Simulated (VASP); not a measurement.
# WS2 (P6_3/mmc) in VASP: single point with r2SCAN

Aim: the single point of WS2 with r2SCAN.

Program: VASP 6.6.1. These are calculated values, not measurements. Logs are shortened: lines on timing, memory, paths and dates and some standing lists are left out, and cuts for length are marked.

## (1) The cell of the first run

The structure is hexagonal, space group P6_3/mmc (No. 194). The conventional cell has a = 3.182 Å, b = 3.182 Å, c = 13.067 Å, α = 90.00°, β = 90.00°, γ = 120.00°. W (site symmetry -6m2) has 6 S at 2.41 Å and 6 W at 3.18 Å within 3.2 Å. S (site symmetry 3m) has 3 W at 2.41 Å and 7 S at 3.12 to 3.18 Å within 3.2 Å.

## (2) Single point, r2SCAN

Contents of POSCAR:

```
WS2
1.0
    3.1816191379      0.0000000000      0.0000000000
   -1.5908095690      2.7553629986      0.0000000000
    0.0000000000      0.0000000000     13.0667774543
W S
2 4
Direct
    0.3333333333      0.6666666667      0.2500000000
    0.6666666667      0.3333333333      0.7500000000
    0.3333333333      0.6666666667      0.6306522025
    0.6666666667      0.3333333333      0.1306522025
    0.3333333333      0.6666666667      0.8693477975
    0.6666666667      0.3333333333      0.3693477975
```

Contents of INCAR.step1:

```
SYSTEM = WS2
PREC = Accurate
ENCUT = 520
ISMEAR = 0
SIGMA = 0.02
LREAL = .False.
LASPH = .True.
NELM = 100
NBANDS = 35
GGA = PE
ALGO = Normal
EDIFF = 1E-4
LWAVE = .True.
LCHARG = .False.
```

Contents of INCAR.step2:

```
SYSTEM = WS2
PREC = Accurate
ENCUT = 520
EDIFF = 1E-6
ISMEAR = 0
SIGMA = 0.02
LREAL = .False.
LASPH = .True.
NELM = 100
ALGO = Normal
ISIF = 2
LWAVE = .False.
LCHARG = .False.
METAGGA = R2SCAN
LMIXTAU = .True.
NBANDS = 35
ISTART = 1
```

Contents of KPOINTS:

```
Automatic mesh
0
Gamma
  12 12 2
  0 0 0
```

Potentials or basis: VASP PAW PBE potentials, release 64 (W_sv, S).

Command:

```
cat potpaw_PBE.64/W_sv/POTCAR potpaw_PBE.64/S/POTCAR > POTCAR
cp INCAR.step1 INCAR
mpirun -np 1 vasp_std > vasp.out
cp INCAR.step2 INCAR
mpirun -np 1 vasp_std > vasp.out
```

OUTCAR:

```text
SYSTEM = WS2
   PREC = Accurate
   ENCUT = 520
   EDIFF = 1E-6
   ISMEAR = 0
   LREAL = .False.
   LASPH = .True.
   NELM = 100
   ISIF = 2
   METAGGA = R2SCAN
   ISTART = 1

 ion  position               nearest neighbor table
   1  0.333  0.667  0.250-   4 2.41   6 2.41   4 2.41   6 2.41   4 2.41   6 2.41
   2  0.667  0.333  0.750-   3 2.41   5 2.41   3 2.41   5 2.41   3 2.41   5 2.41
   3  0.333  0.667  0.631-   2 2.41   2 2.41   2 2.41
   4  0.667  0.333  0.131-   1 2.41   1 2.41   1 2.41
   5  0.333  0.667  0.869-   2 2.41   2 2.41   2 2.41
   6  0.667  0.333  0.369-   1 2.41   1 2.41   1 2.41

  LATTYP: Found a hexagonal cell.
 ALAT       =     3.1816191379
 C/A-ratio  =     4.1069584032

  Lattice vectors:

 A1 = (   3.1816191379,   0.0000000000,   0.0000000000)
 A2 = (  -1.5908095690,   2.7553629986,   0.0000000000)
 A3 = (   0.0000000000,   0.0000000000,  13.0667774543)

Analysis of symmetry for initial positions (statically):
=====================================================================
 Subroutine PRICEL returns:
 Original cell was already a primitive cell.

 Routine SETGRP: Setting up the symmetry group for a
 hexagonal supercell.

 Subroutine GETGRP returns: Found 24 space group operations
 (whereof 12 operations were pure point group operations)
 out of a pool of 24 trial point group operations.

The static configuration has the point symmetry D_3d.
 The point group associated with its full space group is D_6h.

Analysis of symmetry for dynamics (positions and initial velocities):
=====================================================================
 Subroutine PRICEL returns:
 Original cell was already a primitive cell.

 Routine SETGRP: Setting up the symmetry group for a
 hexagonal supercell.

 Subroutine GETGRP returns: Found 24 space group operations
 (whereof 12 operations were pure point group operations)
 out of a pool of 24 trial point group operations.

The dynamic configuration has the point symmetry D_3d.
 The point group associated with its full space group is D_6h.

 Subroutine INISYM returns: Found 24 space group operations
 (whereof 12 operations are pure point group operations),
 and found     1 'primitive' translations

----------------------------------------------------------------------------------------

                                     Primitive cell

  volume of cell :     114.5501

  direct lattice vectors                    reciprocal lattice vectors
     3.181619138  0.000000000  0.000000000     0.314305376  0.181464294  0.000000000
    -1.590809569  2.755362999  0.000000000     0.000000000  0.362928587  0.000000000
     0.000000000  0.000000000 13.066777454     0.000000000  0.000000000  0.076529963

  length of vectors
     3.181619138  3.181619138 13.066777454     0.362928587  0.362928587  0.076529963

  position of ions in fractional coordinates (direct lattice)
     0.333333333  0.666666667  0.250000000
     0.666666667  0.333333333  0.750000000
     0.333333333  0.666666667  0.630652203
     0.666666667  0.333333333  0.130652203
     0.333333333  0.666666667  0.869347797
     0.666666667  0.333333333  0.369347797

  ion indices of the primitive-cell ions
   primitive index   ion index
                 1           1
                 2           2
                 3           3
                 4           4
                 5           5
                 6           6

----------------------------------------------------------------------------------------

 KPOINTS: Automatic mesh

Automatic generation of k-mesh.
 Grid dimensions read from file:
 generate k-points for:   12   12    2

 Generating k-lattice:

  Cartesian coordinates                     Fractional coordinates (reciprocal lattice)
     0.026192115  0.015122024  0.000000000     0.083333333 -0.000000000  0.000000000
     0.000000000  0.030244049  0.000000000     0.000000000  0.083333333  0.000000000
     0.000000000  0.000000000  0.038264982     0.000000000  0.000000000  0.500000000

  Length of vectors
     0.030244049  0.030244049  0.038264982

  Shift w.r.t. Gamma in fractional coordinates (k-lattice)
     0.000000000  0.000000000  0.000000000

 Subroutine IBZKPT returns following result:
 ===========================================

 Found     38 irreducible k-points:

 Following reciprocal coordinates:
            Coordinates               Weight
  0.000000  0.000000  0.000000      1.000000
  0.083333  0.000000  0.000000      6.000000
  0.166667  0.000000  0.000000      6.000000
  0.250000  0.000000  0.000000      6.000000
  0.333333  0.000000  0.000000      6.000000
  0.416667  0.000000  0.000000      6.000000
[... 16 lines left out ...]
  0.250000  0.000000  0.500000      6.000000
  0.333333  0.000000  0.500000      6.000000
 [... further k-points ...]
   k-points           NKPTS =     38   k-points in BZ     NKDIM =     38   number of bands    NBANDS=     35
   number of dos      NEDOS =    301   number of ions     NIONS =      6
   total plane-waves  NPLWV =  56448
   dimension x,y,z NGX =    24 NGY =   24 NGZ =   98
   dimension x,y,z NGXF=    48 NGYF=   48 NGZF=  196
   ions per type =               2   4
   NGX,Y,Z   is equivalent  to a cutoff of  12.54, 12.54, 12.47 a.u.
   NGXF,Y,Z  is equivalent  to a cutoff of  25.08, 25.08, 24.94 a.u.
 SYSTEM =  WS2
   PREC   = accura    normal or accurate (medium, high low for compatibility)
   ISTART =      1    job   : 0-new  1-cont  2-samecut
   ICHARG =      0    charge: 1-file 2-atom 10-const
   ISPIN  =      1    spin polarized calculation?
   LNONCOLLINEAR =      F non collinear calculations
   LSORBIT =      F    spin-orbit coupling
   LASPH  =      T    aspherical Exc in radial PAW
   ENCUT  =  520.0 eV  38.22 Ry    6.18 a.u.   5.92  5.92 24.30*2*pi/ulx,y,z
   NELM   =    100;   NELMIN=  2; NELMDL=  0     # of ELM steps
   EDIFF  = 0.1E-05   stopping-criterion for ELM
   LREAL  =      F    real-space projection
   EDIFFG = 0.1E-04   stopping-criterion for IOM
   NSW    =      0    number of steps for IOM
   IBRION =     -1    ionic relax: 0-MD 1-quasi-New 2-CG
   NFREE  =      0    steps in history (QN), initial steepest desc. (CG)
   ISIF   =      2    stress and relaxation
   ISYM   =      2    0-nonsym 1-usesym 2-fastsym
   POTIM  = 0.5000    time-step for ionic-motion
   TEBEG  =    0.0;   TEEND  =   0.0 temperature during run
   PSTRESS=    0.0 pullay stress
   NELECT =      52.0000    total number of electrons
   NUPDOWN=      -1.0000    fix difference up-down
   EMIN   =  10.00;   EMAX   =-10.00  energy-range for DOS
   EFERMI =   0.00;   METHOD = LEGACY
   ISMEAR =     0;   SIGMA  =   0.02  broadening in eV -4-tet -1-fermi 0-gaus
   EFERMI_NEDOS =   21; number of points for ismear=-14 and -15
   IALGO  =     38    algorithm
   IMIX   =      4    mixing-type and parameters
     AMIX     =   0.40;   BMIX     =  1.00
     AMIX_MAG =   1.60;   BMIX_MAG =  1.00
  volume/ion in A,a.u.               =      19.09       128.84
  Fermi-wavevector in a.u.,A,eV,Ry     =   1.258184  2.377623 21.538385  1.583027
  Thomas-Fermi vector in A             =   2.391806
   LORBIT       =      0    0 simple, 1 ext, 2 COOP (PROOUT), +10 PAW based schemes
   METAGGA = R2SCAN    functional components
   LHFCALC =     F    Hartree Fock is set to
   AEXX    =    0.0000 exact exchange contribution
   IVDW    =     0    specifies the selected vdW correction
   LEPSILON=     F    determine dielectric tensor
   LRPA    =     F    only Hartree local field effects (RPA)
 non-spin polarized calculation
 Gauss-broadening in eV      SIGMA  =   0.02
  energy-cutoff  :      520.00
  volume of cell :      114.55
 maximum number of plane-waves:      3117
 NGX is ok and might be reduce to    24
   NGX = 11   NGY = 11   NGZ = 49

 number of electron      52.0000000 magnetization

 Free energy of the ion-electron system (eV)
  ---------------------------------------------------
  ext. energy  EPLUGINS =         0.00000000
  ---------------------------------------------------
  free energy    TOTEN  =      -140.16634389 eV

  energy without entropy =     -140.16634389  energy(sigma->0) =     -140.16634389

 E-fermi :   6.4443     XC(G=0): -11.1310

 val. band max:        6.3049134561   @ k =   0.0000   0.0000   0.0000
 cond. band min:       7.6849319192   @ k =   0.1667   0.1667   0.0000
 fundamental gap:      1.3800184631
 Fermi energy:         6.4443281932

 k-point     1 :       0.0000    0.0000    0.0000
  band No.  band energies     occupation
      1     -70.1813      2.00000
      2     -70.1812      2.00000
      3     -33.7691      2.00000
      4     -33.7691      2.00000
      5     -33.6151      2.00000
      6     -33.6151      2.00000
[... 27 lines left out ...]
     34       9.0554      0.00000
     35      11.5367      0.00000

 k-point     2 :       0.0833    0.0000    0.0000
  band No.  band energies     occupation
      1     -70.1800      2.00000
      2     -70.1799      2.00000
      3     -33.7646      2.00000
      4     -33.7646      2.00000
      5     -33.6397      2.00000
      6     -33.6397      2.00000
[... 27 lines left out ...]
     34       9.0919      0.00000
     35      12.0689      0.00000

 k-point     3 :       0.1667    0.0000    0.0000
  band No.  band energies     occupation
      1     -70.1764      2.00000
      2     -70.1764      2.00000
      3     -33.7523      2.00000
      4     -33.7523      2.00000
      5     -33.7062      2.00000
      6     -33.7062      2.00000
[... 27 lines left out ...]
     34       9.6228      0.00000
     35      13.1204      0.00000
[... 723 lines left out ...]
 k-point    23 :       0.2500    0.0000    0.5000
  band No.  band energies     occupation
      1     -70.1716      2.00000
      2     -70.1716      2.00000
      3     -33.7958      2.00000
      4     -33.7958      2.00000
      5     -33.7354      2.00000
      6     -33.7354      2.00000
[... 27 lines left out ...]
     34      10.1242      0.00000
     35      13.5889      0.00000

 k-point    24 :       0.3333    0.0000    0.5000
  band No.  band energies     occupation
      1     -70.1669      2.00000
      2     -70.1669      2.00000
      3     -33.8841      2.00000
      4     -33.8841      2.00000
      5     -33.7185      2.00000
      6     -33.7185      2.00000
[... 27 lines left out ...]
     34      10.5099      0.00000
     35      12.9045      0.00000

 [... further k-points ...]

------------------------ aborting loop because EDIFF is reached ----------------------------------------

  FORCE on cell =-STRESS in cart. coord.  units (eV):
  Direction    XX          YY          ZZ          XY          YZ          ZX
  --------------------------------------------------------------------------------------
  -------------------------------------------------------------------------------------
  Total        0.1453093      0.1453093      0.0873485     -0.0000000      0.0000000     -0.0000000
  in kB        2.0323967      2.0323967      1.2217167     -0.0000000      0.0000000     -0.0000000
  external PRESSURE =       1.7621701 kB  Pullay stress =       0.0000000 kB

 VOLUME and BASIS-vectors are now :
 -----------------------------------------------------------------------------
  energy-cutoff  :      520.00
  volume of cell :      114.55
      direct lattice vectors                 reciprocal lattice vectors
     3.181619138  0.000000000  0.000000000     0.314305376  0.181464294  0.000000000
    -1.590809569  2.755362999  0.000000000     0.000000000  0.362928587  0.000000000
     0.000000000  0.000000000 13.066777454     0.000000000  0.000000000  0.076529963

 POSITION                                       TOTAL-FORCE (eV/Angst)
 -----------------------------------------------------------------------------------
     -0.00000      1.83691      3.26669         0.000000     -0.000000      0.000000
      1.59081      0.91845      9.80008         0.000000      0.000000      0.000000
     -0.00000      1.83691      8.24059        -0.000000     -0.000000     -0.021177
      1.59081      0.91845      1.70720        -0.000000      0.000000     -0.021177
     -0.00000      1.83691     11.35957         0.000000      0.000000      0.021177
      1.59081      0.91845      4.82619        -0.000000     -0.000000      0.021177
 -----------------------------------------------------------------------------------
    total drift:                               -0.000000      0.000000     -0.000000

  FREE ENERGIE OF THE ION-ELECTRON SYSTEM (eV)
  ---------------------------------------------------
  free  energy   TOTEN  =      -140.1663438936 eV

  energy  without entropy=     -140.1663438936  energy(sigma->0) =     -140.16634389
```

Wall time 5.4 min (1 thread of Intel Xeon Platinum 8375C at 2.90GHz (Ice Lake), shared host); peak memory 0.31 GiB.

Results:

| Property | Result |
| --- | --- |
| Free energy | -140.1663 eV |
| Pressure | 0.2 GPa |
| Largest force | 0.021 eV/Å |
| Band gap on the k mesh | 1.38 eV (least direct gap 1.88 eV) |

Forces in eV/Å, atoms in the order of the input:
```
W    0.000  0.000  0.000
W    0.000  0.000  0.000
S    0.000  0.000 -0.021
S    0.000  0.000 -0.021
S    0.000  0.000  0.021
S    0.000  0.000  0.021
```

Levels at points of the mesh, in eV from the valence-band top:
```csv
k point,band 22,band 23,band 24,band 25,band 26,band 27,band 28,band 29,band 30,band 31
"(0.00, 0.00, 0.00)",-2.29,-2.29,-1.89,-0.91,0.00,2.55,2.55,2.56,2.56,2.67
"(0.50, 0.00, 0.00)",-2.76,-2.00,-1.91,-1.56,-1.47,2.47,2.50,2.86,3.02,3.62
"(0.00, 0.00, 0.50)",-2.30,-2.30,-2.30,-0.31,-0.31,2.55,2.55,2.55,2.55,2.71
"(0.50, 0.00, 0.50)",-2.81,-1.95,-1.95,-1.51,-1.51,2.48,2.48,2.95,2.95,3.86
```

Caveat: the PAW data sets were made with another functional, which shifts forces and pressure a little; spin-orbit coupling is left out, which moves the levels of the heavy elements. A k mesh can miss the band edges.
